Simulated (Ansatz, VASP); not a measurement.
Rh in VASP and in Ansatz

Contents of INCAR:

```
PREC = Accurate
ENCUT = 520
EDIFF = 1E-7
ISMEAR = 0
SIGMA = 0.1
LREAL = False
LASPH = True
NELM = 100
ALGO = Fast
ISIF = 2
LWAVE = False
LCHARG = False
GGA = PS
NBANDS = 22
```

KPOINTS

```
regular mesh
0
Gamma
  24 24 12
```

The input POSCAR:

```
Rh
1.0
    2.7962855282      0.0000000000      0.0000000000
   -1.3981427641      2.4216543037      0.0000000000
    0.0000000000      0.0000000000      4.5021810539
Rh
2
Direct
    0.6666666667      0.3333333333      0.7500000000
    0.3333333333      0.6666666667      0.2500000000
```

Input for Ansatz:

```yaml
crystal:
  lattice:
    - [2.7962855282, 0.0, 0.0]
    - [-1.3981427641, 2.4216543037, 0.0]
    - [0.0, 0.0, 4.5021810539]
  atoms:
    - { symbol: Rh, position: [0.6666666667, 0.3333333333, 0.75] }
    - { symbol: Rh, position: [0.3333333333, 0.6666666667, 0.25] }
basis:
  ecutwfc: 420
kpoints:
  mp_grid: { grid: [24, 24, 12] }
hamiltonian:
  xc: pbesol
scf:
  occupations: { method: gaussian, width: 0.1 }
output:
  forces: true
  stress: true
  eigenvalues: true
```

Change from the starting cell: equal strain along all axes, cell held, atoms relaxed: +4.0 %.

Alike in both runs: task single point; functional PBEsol; k mesh 24 × 24 × 12; occupations gaussian, width 0.1 eV; no spin polarisation.

|  | VASP | Ansatz |
| --- | --- | --- |
| version | VASP 6.6.1 | Ansatz 0.2.0 |
| potentials or method | VASP PAW PBE potentials, release 64 (Rh_pv), cutoff 520 eV | scalar-relativistic, plane waves, PAW |
| valence electrons in the cell | 30 | 34 |

```csv
,VASP,Ansatz,Ansatz less VASP
gap on the k mesh at the Fermi level (eV),none,none,-
pressure (GPa),-25.4,-25.4,-0.02
"traceless stress, the component that is largest in VASP (GPa)",-0.19,-0.19,-0.007
```

VASP's potentials were made for PBE, not for PBEsol. A gap of «none» marks a metal or a gap that the smearing closes. VASP's potentials hold 30 valence electrons a cell and Ansatz's 34, so a difference there can come from the potentials and not from the codes.
